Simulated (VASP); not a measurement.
# LuHf4O (F-43m) in VASP: notebook

LuHf4O is run at these levels: PBE; tasks: relaxation of cell and atoms.

Everything below comes from runs of VASP 6.6.1. Logs are shortened: lines on timing, memory, paths and dates and some standing lists are left out, and cuts for length are marked.

## Step 1: The cell of the first run

The structure is cubic, space group F-43m (No. 216). The conventional cell has a = 7.748 Å, b = 7.748 Å, c = 7.748 Å, α = 90.00°, β = 90.00°, γ = 90.00°. Lu (site symmetry -43m) has 12 Hf at 3.21 Å and 4 O at 3.35 Å within 4.2 Å. Hf (site symmetry 3m) has 6 Hf at 2.74 Å and 3 Lu at 3.21 Å and 3 O at 3.21 Å within 3.6 Å. O (site symmetry -43m) has 12 Hf at 3.21 Å and 4 Lu at 3.35 Å within 4.2 Å.

## Step 2: Relaxation of cell and atoms, PBE

File INCAR:

```
PREC = Accurate
ENCUT = 600
EDIFF = 1E-6
ISMEAR = 0
SIGMA = 0.1
LREAL = False
LASPH = True
NELM = 80
ALGO = Normal
ISIF = 3
LWAVE = False
LCHARG = False
GGA = PE
IBRION = 2
NSW = 90
EDIFFG = -0.04
```

File KPOINTS:

```
regular mesh
0
Gamma
  4 4 4
```

File POSCAR:

```
LuHf4O
1.0
    0.0000000000      3.8738863700      3.8738863700
    3.8738863700      0.0000000000      3.8738863700
    3.8738863700      3.8738863700      0.0000000000
Lu Hf O
1 4 1
Direct
    0.7500000000      0.7500000000      0.7500000000
    0.8749087200      0.3750304300      0.3750304300
    0.3750304300      0.3750304300      0.3750304300
    0.3750304300      0.8749087200      0.3750304300
    0.3750304300      0.3750304300      0.8749087200
    0.0000000000      0.0000000000      0.0000000000
```

Potentials or basis: VASP PAW PBE potentials, release 64 (Lu, Hf_pv, O).

Command:

```
$ cat potpaw_PBE.64/Lu/POTCAR potpaw_PBE.64/Hf_pv/POTCAR potpaw_PBE.64/O/POTCAR > POTCAR
$ mpirun -np 1 vasp_std > vasp.out
```

OUTCAR:

```text
PREC = Accurate
   ENCUT = 600
   EDIFF = 1E-6
   ISMEAR = 0
   LREAL = False
   LASPH = True
   NELM = 80
   ISIF = 3
   GGA = PE
   IBRION = 2
   NSW = 90
   EDIFFG = -0.04

 ion  position               nearest neighbor table
   1  0.750  0.750  0.750-   2 3.21   4 3.21   5 3.21   3 3.21   3 3.21   3 3.21   2 3.21   5 3.21
                             4 3.21   2 3.21   4 3.21   5 3.21
   2  0.875  0.375  0.375-   3 2.74   4 2.74   5 2.74   3 2.74   5 2.74   4 2.74   1 3.21   1 3.21
                             1 3.21
   3  0.375  0.375  0.375-   2 2.74   4 2.74   5 2.74   5 2.74   4 2.74   2 2.74   1 3.21   1 3.21
                             1 3.21
   4  0.375  0.875  0.375-   2 2.74   3 2.74   5 2.74   5 2.74   3 2.74   2 2.74   1 3.21   1 3.21
                             1 3.21
   5  0.375  0.375  0.875-   2 2.74   3 2.74   4 2.74   3 2.74   4 2.74   2 2.74   1 3.21   1 3.21
                             1 3.21
   6  0.000  0.000  0.000-

  LATTYP: Found a face centered cubic cell.
 ALAT       =     7.7477727400

  Lattice vectors:

 A1 = (   0.0000000000,   3.8738863700,   3.8738863700)
 A2 = (   3.8738863700,   0.0000000000,   3.8738863700)
 A3 = (   3.8738863700,   3.8738863700,   0.0000000000)

Analysis of symmetry for initial positions (statically):
=====================================================================
 Subroutine PRICEL returns:
 Original cell was already a primitive cell.

 Routine SETGRP: Setting up the symmetry group for a
 face centered cubic supercell.

 Subroutine GETGRP returns: Found 24 space group operations
 (whereof 24 operations were pure point group operations)
 out of a pool of 48 trial point group operations.

The static configuration has the point symmetry T_d .

Analysis of symmetry for dynamics (positions and initial velocities):
=====================================================================
 Subroutine PRICEL returns:
 Original cell was already a primitive cell.

 Routine SETGRP: Setting up the symmetry group for a
 face centered cubic supercell.

 Subroutine GETGRP returns: Found 24 space group operations
 (whereof 24 operations were pure point group operations)
 out of a pool of 48 trial point group operations.

The dynamic configuration has the point symmetry T_d .

 Subroutine INISYM returns: Found 24 space group operations
 (whereof 24 operations are pure point group operations),
 and found     1 'primitive' translations

----------------------------------------------------------------------------------------

                                     Primitive cell

  volume of cell :     116.2708

  direct lattice vectors                    reciprocal lattice vectors
     0.000000000  3.873886370  3.873886370    -0.129069351  0.129069351  0.129069351
     3.873886370  0.000000000  3.873886370     0.129069351 -0.129069351  0.129069351
     3.873886370  3.873886370  0.000000000     0.129069351  0.129069351 -0.129069351

  length of vectors
     5.478502644  5.478502644  5.478502644     0.223554674  0.223554674  0.223554674

  position of ions in fractional coordinates (direct lattice)
     0.750000000  0.750000000  0.750000000
     0.874908720  0.375030430  0.375030430
     0.375030430  0.375030430  0.375030430
     0.375030430  0.874908720  0.375030430
     0.375030430  0.375030430  0.874908720
     0.000000000  0.000000000  0.000000000

  ion indices of the primitive-cell ions
   primitive index   ion index
                 1           1
                 2           2
                 3           3
                 4           4
                 5           5
                 6           6

----------------------------------------------------------------------------------------

 KPOINTS: regular mesh

Automatic generation of k-mesh.
 Grid dimensions read from file:
 generate k-points for:    4    4    4

 Generating k-lattice:

  Cartesian coordinates                     Fractional coordinates (reciprocal lattice)
    -0.032267338  0.032267338  0.032267338     0.250000000  0.000000000  0.000000000
     0.032267338 -0.032267338  0.032267338     0.000000000  0.250000000  0.000000000
     0.032267338  0.032267338 -0.032267338     0.000000000  0.000000000  0.250000000

  Length of vectors
     0.055888668  0.055888668  0.055888668

  Shift w.r.t. Gamma in fractional coordinates (k-lattice)
     0.000000000  0.000000000  0.000000000

 Subroutine IBZKPT returns following result:
 ===========================================

 Found      8 irreducible k-points:

 Following reciprocal coordinates:
            Coordinates               Weight
  0.000000  0.000000  0.000000      1.000000
  0.250000  0.000000  0.000000      8.000000
  0.500000  0.000000  0.000000      4.000000
  0.250000  0.250000  0.000000      6.000000
  0.500000  0.250000  0.000000     24.000000
 -0.250000  0.250000  0.000000     12.000000
  0.500000  0.500000  0.000000      3.000000
 -0.250000  0.500000  0.250000      6.000000
   k-points           NKPTS =      8   k-points in BZ     NKDIM =      8   number of bands    NBANDS=     42
   number of dos      NEDOS =    301   number of ions     NIONS =      6
   total plane-waves  NPLWV = 110592
   dimension x,y,z NGX =    48 NGY =   48 NGZ =   48
   dimension x,y,z NGXF=    96 NGYF=   96 NGZF=   96
   ions per type =               1   4   1
   NGX,Y,Z   is equivalent  to a cutoff of  14.57, 14.57, 14.57 a.u.
   NGXF,Y,Z  is equivalent  to a cutoff of  29.13, 29.13, 29.13 a.u.
 SYSTEM =  unknown system
   PREC   = accura    normal or accurate (medium, high low for compatibility)
   ISTART =      0    job   : 0-new  1-cont  2-samecut
   ICHARG =      2    charge: 1-file 2-atom 10-const
   ISPIN  =      1    spin polarized calculation?
   LNONCOLLINEAR =      F non collinear calculations
   LSORBIT =      F    spin-orbit coupling
   LASPH  =      T    aspherical Exc in radial PAW
   ENCUT  =  600.0 eV  44.10 Ry    6.64 a.u.  10.94 10.94 10.94*2*pi/ulx,y,z
   NELM   =     80;   NELMIN=  2; NELMDL= -5     # of ELM steps
   EDIFF  = 0.1E-05   stopping-criterion for ELM
   LREAL  =      F    real-space projection
   EDIFFG = -.4E-01   stopping-criterion for IOM
   NSW    =     90    number of steps for IOM
   IBRION =      2    ionic relax: 0-MD 1-quasi-New 2-CG
   NFREE  =      1    steps in history (QN), initial steepest desc. (CG)
   ISIF   =      3    stress and relaxation
   ISYM   =      2    0-nonsym 1-usesym 2-fastsym
   POTIM  = 0.5000    time-step for ionic-motion
   TEBEG  =    0.0;   TEEND  =   0.0 temperature during run
   PSTRESS=    0.0 pullay stress
   NELECT =      71.0000    total number of electrons
   NUPDOWN=      -1.0000    fix difference up-down
   EMIN   =  10.00;   EMAX   =-10.00  energy-range for DOS
   EFERMI =   0.00;   METHOD = LEGACY
   ISMEAR =     0;   SIGMA  =   0.10  broadening in eV -4-tet -1-fermi 0-gaus
   EFERMI_NEDOS =   21; number of points for ismear=-14 and -15
   IALGO  =     38    algorithm
   IMIX   =      4    mixing-type and parameters
     AMIX     =   0.40;   BMIX     =  1.00
     AMIX_MAG =   1.60;   BMIX_MAG =  1.00
  volume/ion in A,a.u.               =      19.38       130.77
  Fermi-wavevector in a.u.,A,eV,Ry     =   1.388899  2.624639 26.246197  1.929041
  Thomas-Fermi vector in A             =   2.512981
   LORBIT       =      0    0 simple, 1 ext, 2 COOP (PROOUT), +10 PAW based schemes
   GGA     = PE    functional components
   LHFCALC =     F    Hartree Fock is set to
   AEXX    =    0.0000 exact exchange contribution
   IVDW    =     0    specifies the selected vdW correction
   LEPSILON=     F    determine dielectric tensor
   LRPA    =     F    only Hartree local field effects (RPA)
 conjugate gradient relaxation of ions
 non-spin polarized calculation
 Gauss-broadening in eV      SIGMA  =   0.10
  energy-cutoff  :      600.00
  volume of cell :      116.27
 maximum number of plane-waves:      3895
 NGX is ok and might be reduce to    48
   NGX = 21   NGY = 21   NGZ = 21

--------------------------------------- Ionic step        1  -------------------------------------------

 number of electron      71.0000000 magnetization

 Free energy of the ion-electron system (eV)
  ---------------------------------------------------
  ext. energy  EPLUGINS =         0.00000000
  ---------------------------------------------------
  free energy    TOTEN  =       -43.69996662 eV

  energy without entropy =      -43.65744652  energy(sigma->0) =      -43.67870657

 E-fermi :   4.2098     XC(G=0): -11.4145

 val. band max:        4.1350034613   @ k =   0.0000   0.0000   0.0000
 cond. band min:       4.2232765626   @ k =  -0.2500   0.2500   0.0000
 fundamental gap:      0.0882731013
 Fermi energy:         4.2097745147

 k-point     1 :       0.0000    0.0000    0.0000
  band No.  band energies     occupation
      1     -51.2399      2.00000
      2     -27.4545      2.00000
      3     -26.3813      2.00000
      4     -26.3813      2.00000
      5     -26.3813      2.00000
      6     -26.0316      2.00000
[... 34 lines left out ...]
     41       6.8388      0.00000
     42       6.8388      0.00000
[... 366 lines left out ...]
 VOLUME and BASIS-vectors are now :
 -----------------------------------------------------------------------------
  energy-cutoff  :      600.00
  volume of cell :      154.23
      direct lattice vectors                 reciprocal lattice vectors
     0.000000000  4.256443908  4.256443908    -0.117468951  0.117468951  0.117468951
     4.256443908  0.000000000  4.256443908     0.117468951 -0.117468951  0.117468951
     4.256443908  4.256443908 -0.000000000     0.117468951  0.117468951 -0.117468951

 POSITION                                       TOTAL-FORCE (eV/Angst)
 -----------------------------------------------------------------------------------
      6.38467      6.38467      6.38467         0.000000     -0.000000      0.000000
      3.23052      5.28236      5.28236        -0.136748      0.136748      0.136748
      3.23052      3.23052      3.23052        -0.136748     -0.136748     -0.136748
      5.28236      3.23052      5.28236         0.136748     -0.136748      0.136748
      5.28236      5.28236      3.23052         0.136748      0.136748     -0.136748
      8.51289      8.51289      8.51289         0.000000     -0.000000      0.000000
 -----------------------------------------------------------------------------------
    total drift:                               -0.000023     -0.000023     -0.000023

  FREE ENERGIE OF THE ION-ELECTRON SYSTEM (eV)
  ---------------------------------------------------
  free  energy   TOTEN  =       -44.6576026718 eV

  energy  without entropy=      -44.5874926826  energy(sigma->0) =      -44.62254768

--------------------------------------- Ionic step        3  -------------------------------------------

 number of electron      71.0000002 magnetization

 Free energy of the ion-electron system (eV)
  ---------------------------------------------------
  ext. energy  EPLUGINS =         0.00000000
  ---------------------------------------------------
  free energy    TOTEN  =       -44.91431286 eV

  energy without entropy =      -44.85570091  energy(sigma->0) =      -44.88500689

 E-fermi :   3.0252     XC(G=0): -10.5245

 val. band max:        3.0128577958   @ k =   0.2500   0.0000   0.0000
 cond. band min:       3.0811412141   @ k =   0.2500   0.2500   0.0000
 fundamental gap:      0.0682834183
 Fermi energy:         3.0251988855

 k-point     1 :       0.0000    0.0000    0.0000
  band No.  band energies     occupation
      1     -52.9141      2.00000
      2     -28.2765      2.00000
      3     -27.6908      2.00000
      4     -27.6908      2.00000
      5     -27.6908      2.00000
      6     -27.5102      2.00000
[... 34 lines left out ...]
     41       5.1141      0.00000
     42       5.1141      0.00000
[... 318 lines left out ...]
  FORCE on cell =-STRESS in cart. coord.  units (eV):
  Direction    XX          YY          ZZ          XY          YZ          ZX
  --------------------------------------------------------------------------------------
  -------------------------------------------------------------------------------------
  Total        0.0303170      0.0303170      0.0303170      0.0000000      0.0000000      0.0000000
  in kB        0.3456709      0.3456709      0.3456709      0.0000000      0.0000000      0.0000000
  external PRESSURE =       0.3456709 kB  Pullay stress =       0.0000000 kB

 VOLUME and BASIS-vectors are now :
 -----------------------------------------------------------------------------
  energy-cutoff  :      600.00
  volume of cell :      140.52
      direct lattice vectors                 reciprocal lattice vectors
     0.000000000  4.126366898  4.126366898    -0.121171969  0.121171969  0.121171969
     4.126366898  0.000000000  4.126366898     0.121171969 -0.121171969  0.121171969
     4.126366898  4.126366898 -0.000000000     0.121171969  0.121171969 -0.121171969

 POSITION                                       TOTAL-FORCE (eV/Angst)
 -----------------------------------------------------------------------------------
      6.18955      6.18955      6.18955        -0.000000     -0.000000     -0.000000
      3.12042      5.13231      5.13231        -0.011718      0.011718      0.011718
      3.12042      3.12042      3.12042        -0.011718     -0.011718     -0.011718
      5.13231      3.12042      5.13231         0.011718     -0.011718      0.011718
      5.13231      5.13231      3.12042         0.011718      0.011718     -0.011718
      0.00000      0.00000      0.00000        -0.000000     -0.000000     -0.000000
 -----------------------------------------------------------------------------------
    total drift:                               -0.000021     -0.000021     -0.000021

  FREE ENERGIE OF THE ION-ELECTRON SYSTEM (eV)
  ---------------------------------------------------
  free  energy   TOTEN  =       -44.9143128642 eV

  energy  without entropy=      -44.8557009089  energy(sigma->0) =      -44.88500689

 reached required accuracy - stopping structural energy minimisation
```

It took 4.5 min on 1 thread of Intel Xeon 6975P-C (Granite Rapids), shared host; peak memory 0.39 GiB.

Results:

```
Free energy                            : -44.9143 eV
Relaxed volume                         : 23.42 Å³/atom
Relaxed cell                           : a = 5.836 Å, b = 5.836 Å, c = 5.836 Å, α = 60.00°, β = 60.00°, γ = 60.00°
Space group after relaxing (to 0.05 Å) : F-43m (No. 216)
Energy gained by relaxing              : 202.4 meV/atom
Ionic steps                            : 3
Pressure after relaxing                : 0.0 GPa
Largest force after relaxing           : 0.020 eV/Å
```

Forces on the atoms (eV/Å):
```
Lu   0.000  0.000  0.000
Hf  -0.012  0.012  0.012
Hf  -0.012 -0.012 -0.012
Hf   0.012 -0.012  0.012
Hf   0.012  0.012 -0.012
O    0.000  0.000  0.000
```

Step by step:
```csv
step,energy change (eV),largest force (eV/Å),pressure (GPa),volume (Å³)
1,0.0000,1.2395,16.92,116.27
2,-0.9576,0.2369,-5.57,154.23
3,-1.2143,0.0203,0.03,140.52
```

Final structure:
```
Lu Hf O
1.0
     0.00000    4.12637    4.12637
     4.12637    0.00000    4.12637
     4.12637    4.12637    0.00000
Lu Hf O
1 4 1
Direct
  0.75000 0.75000 0.75000
  0.86568 0.37811 0.37811
  0.37811 0.37811 0.37811
  0.37811 0.86568 0.37811
  0.37811 0.37811 0.86568
  0.00000 0.00000 0.00000
```

Caveat: the volume moved by over 15 % at a fixed basis, so the end points are rough; spin-orbit coupling is left out, which moves the levels of the heavy elements; an odd number of electrons without spin polarisation forces a metal; a magnetic or distorted state may lie lower.

## Step 3: Relaxation of cell and atoms, PBE

This run uses another cell than the first one, of 23.34 Å³/atom, 1.204 times its volume.

File INCAR:

```
ALGO     = Normal         # electronic algorithm
EDIFF    = 1E-7           # SCF threshold, eV
EDIFFG   = -0.01          # ionic threshold
ENCUT    = 600            # plane-wave cutoff, eV
GGA      = PE             # functional
IBRION   = 2              # ionic algorithm
ISIF     = 3              # what is computed and relaxed
ISMEAR   = 0              # smearing method
LASPH    = T              # aspherical terms in the spheres
LCHARG   = F              # write CHGCAR
LREAL    = F              # projectors in reciprocal space
LWAVE    = F              # write WAVECAR
NELM     = 60             # most SCF steps
NSW      = 100            # ionic steps
PREC     = Accurate       # precision mode
SIGMA    = 0.1            # smearing width, eV
```

File KPOINTS:

```
k-points
0
Gamma
  8 8 8
```

File POSCAR:

```
LuHf4O
1.0
    0.0000000000      4.1216767892      4.1216767892
    4.1216767892      0.0000000000      4.1216767892
    4.1216767892      4.1216767892      0.0000000000
Lu Hf O
1 4 1
Direct
    0.2500000000      0.2500000000      0.2500000000
    0.6220783056      0.6220783056      0.1337650833
    0.6220783056      0.1337650833      0.6220783056
    0.1337650833      0.6220783056      0.6220783056
    0.6220783056      0.6220783056      0.6220783056
    0.0000000000      0.0000000000      0.0000000000
```

Potentials or basis: VASP PAW PBE potentials, release 64 (Lu, Hf_pv, O).

Command:

```
$ cat potpaw_PBE.64/Lu/POTCAR potpaw_PBE.64/Hf_pv/POTCAR potpaw_PBE.64/O/POTCAR > POTCAR
$ mpirun -np 1 vasp_std > vasp.out
```

It took 9.5 min on 1 thread of Intel Xeon 6975P-C (Granite Rapids), shared host; peak memory 0.48 GiB.

It converged, with:

```
Free energy                            : -44.9317 eV
Relaxed volume                         : 23.45 Å³/atom
Relaxed cell                           : a = 5.838 Å, b = 5.838 Å, c = 5.838 Å, α = 60.00°, β = 60.00°, γ = 60.00°
Space group after relaxing (to 0.05 Å) : F-43m (No. 216)
Energy gained by relaxing              : 0.2 meV/atom
Ionic steps                            : 4
Pressure after relaxing                : 0.0 GPa
Largest force after relaxing           : 0.004 eV/Å
```

Forces in eV/Å, atoms in the order of the input:
```
Lu   0.000  0.000  0.000
Hf  -0.002 -0.002  0.002
Hf  -0.002  0.002 -0.002
Hf   0.002 -0.002 -0.002
Hf   0.002  0.002  0.002
O    0.000  0.000  0.000
```

The path:
| step | energy change (eV) | largest force (eV/Å) | pressure (GPa) | volume (Å³) |
| --- | --- | --- | --- | --- |
| 1 | 0.0000 | 0.0777 | 0.30 | 140.04 |
| 2 | -0.0011 | 0.0042 | -0.10 | 140.92 |
| 3 | -0.0011 | 0.0109 | -0.03 | 140.75 |
| 4 | -0.0011 | 0.0038 | 0.01 | 140.68 |

Final structure:
```
Lu Hf O
1.0
     0.00000    4.12796    4.12796
     4.12796    0.00000    4.12796
     4.12796    4.12796    0.00000
Lu Hf O
1 4 1
Direct
  0.25000 0.25000 0.25000
  0.62183 0.62183 0.13452
  0.62183 0.13452 0.62183
  0.13452 0.62183 0.62183
  0.62183 0.62183 0.62183
  0.00000 0.00000 0.00000
```

Levels at points of the mesh, in eV from the Fermi level:
| k point | band 31 | band 32 | band 33 | band 34 | band 35 | band 36 | band 37 | band 38 | band 39 | band 40 |
| --- | --- | --- | --- | --- | --- | --- | --- | --- | --- | --- |
| (0.00, 0.00, 0.00) | -2.28 | -2.28 | -0.39 | -0.39 | -0.16 | -0.16 | -0.16 | 1.73 | 1.73 | 2.07 |
| (0.50, 0.00, 0.00) | -1.57 | -1.37 | -0.43 | -0.33 | -0.33 | 0.21 | 0.49 | 0.49 | 0.50 | 1.10 |
| (0.50, 0.50, 0.00) | -0.95 | -0.95 | -0.59 | -0.34 | 0.09 | 0.32 | 0.40 | 0.61 | 0.67 | 0.67 |

Caveat: spin-orbit coupling is left out, which moves the levels of the heavy elements; an odd number of electrons without spin polarisation forces a metal; a magnetic or distorted state may lie lower.
